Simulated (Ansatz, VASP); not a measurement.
**One calculation of Al4FeCo3, two programs**

File INCAR:

```
SYSTEM = Al4FeCo3
  ALGO = Fast
  EDIFF = 1E-6
  ENCUT = 520
  GGA = PE
  ISIF = 2
  ISMEAR = 0
  LASPH = .TRUE.
  LCHARG = .FALSE.
  LREAL = .FALSE.
  LWAVE = .FALSE.
  NBANDS = 34
  NELM = 60
  PREC = Accurate
  SIGMA = 0.2
```

File KPOINTS:

```
k-points
0
G
  6 6 4
  0 0 0
```

The input POSCAR:

```
Al4FeCo3
1.0
    4.0361279000      0.0000000000      0.0000000000
    0.0000000000      4.0361279000      0.0000000000
    0.0000000000      0.0000000000      5.7113199000
Al Fe Co
4 1 3
Direct
    0.0000000000      0.5000000000      0.7471940000
    0.0000000000      0.5000000000      0.2528060000
    0.5000000000      0.0000000000      0.7471940000
    0.5000000000      0.0000000000      0.2528060000
    0.0000000000      0.0000000000      0.5000000000
    0.0000000000      0.0000000000      0.0000000000
    0.5000000000      0.5000000000      0.0000000000
    0.5000000000      0.5000000000      0.5000000000
```

Input for Ansatz:

```yaml
crystal:
  lattice:
    - [4.0361279, 0.0, 0.0]
    - [0.0, 4.0361279, 0.0]
    - [0.0, 0.0, 5.7113199]
  atoms:
    - { symbol: Al, position: [0.0, 0.5, 0.747194] }
    - { symbol: Al, position: [0.0, 0.5, 0.252806] }
    - { symbol: Al, position: [0.5, 0.0, 0.747194] }
    - { symbol: Al, position: [0.5, 0.0, 0.252806] }
    - { symbol: Fe, position: [0.0, 0.0, 0.5] }
    - { symbol: Co, position: [0.0, 0.0, 0.0] }
    - { symbol: Co, position: [0.5, 0.5, 0.0] }
    - { symbol: Co, position: [0.5, 0.5, 0.5] }
basis:
  ecutwfc: 420
kpoints:
  mp_grid: { grid: [6, 6, 4] }
hamiltonian:
  xc: pbe
scf:
  occupations: { method: gaussian, width: 0.2 }
  lower_state_search: "off"
output:
  forces: true
  stress: true
  eigenvalues: true
```

Alike in both runs: task single point; functional PBE; k mesh 6 × 6 × 4; occupations gaussian, width 0.2 eV; no spin polarisation.

```csv
,VASP,Ansatz
version,VASP 6.6.1,Ansatz 0.2.0
potentials or method,"VASP PAW PBE potentials, release 64 (Al, Fe, Co), cutoff 520 eV","scalar-relativistic, plane waves, PAW"
valence electrons in the cell,47,79
```

|  | VASP | Ansatz | Ansatz less VASP |
| --- | --- | --- | --- |
| gap on the k mesh at the Fermi level (eV) | none | none | - |
| pressure (GPa) | -0.1 | 0.0 | +0.09 |
| traceless stress, the component that is largest in VASP (GPa) | -0.14 | -0.14 | +0.002 |
| rms of the force components (eV/Å) | 0.008 | 0.007 | -0.0009 |

Atom by atom the forces differ by 0.001 eV/Å (rms over components). A gap of «none» marks a metal or a gap that the smearing closes. The functional is the same, so the differences come from potentials, cutoffs and numerics. VASP's potentials hold 47 valence electrons a cell and Ansatz's 79, so a difference there can come from the potentials and not from the codes.
